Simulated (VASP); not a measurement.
Sn:

```xyz
2
Lattice="-2.9401 2.9401 1.5993 2.9401 -2.9401 1.5993 2.9401 2.9401 -1.5993" Properties=species:S:1:pos:R:3 pbc="T T T"
Sn    0.0000    0.0000    0.0000
Sn    0.0000    2.9401    0.7997
```

```yaml
Program: VASP 6.6.1
Task: relaxation of cell and atoms
Functional: PBEsol
Dispersion: D3(BJ)
Potentials_or_basis: VASP PAW PBE potentials, release 64 (Sn_d)
Cutoff: 600 eV
k_mesh: 9 × 9 × 9
Occupations: fermi-dirac, width 0.05 eV
Spin: no spin polarisation
```

At the start: pressure -3.7 GPa; volume 27.65 Å³/atom.

Task: How do energy, volume and symmetry change on relaxing?

Result: Over 10 steps the energy falls by 23.8 meV/atom and the volume is 25.76 Å³/atom (-6.8 %); space group I4_1/amd (No. 141, to 0.05 Å).

Step by step:
| step | energy change (eV) | largest force (eV/Å) | pressure (GPa) | volume (Å³) |
| --- | --- | --- | --- | --- |
| 1 | 0.0000 | 0.0000 | -3.74 | 55.30 |
| 2 | -0.0412 | 0.0000 | 1.63 | 50.29 |
| 3 | -0.0473 | 0.0000 | 0.03 | 51.52 |
| 4 | -0.0472 | 0.0000 | -0.06 | 51.60 |
| 5 | -0.0476 | 0.0000 | -0.09 | 51.59 |
| 6 | -0.0476 | 0.0000 | -0.09 | 51.59 |
| 7 | -0.0476 | 0.0000 | -0.10 | 51.58 |
| 8 | -0.0476 | 0.0000 | -0.08 | 51.58 |
| 9 | -0.0477 | 0.0000 | 0.06 | 51.49 |
| 10 | -0.0477 | 0.0000 | -0.02 | 51.51 |

Final structure:
```
Sn
1.0
    -2.88012    2.88012    1.55251
     2.88012   -2.88012    1.55251
     2.88012    2.88012   -1.55251
Sn
2
Direct
  0.00000 0.00000 0.00000
  0.75000 0.25000 0.50000
```

Caveat: the PAW data sets were made with another functional, which shifts forces and pressure a little; pairwise dispersion overbinds metals, which lowers pressure and volume.
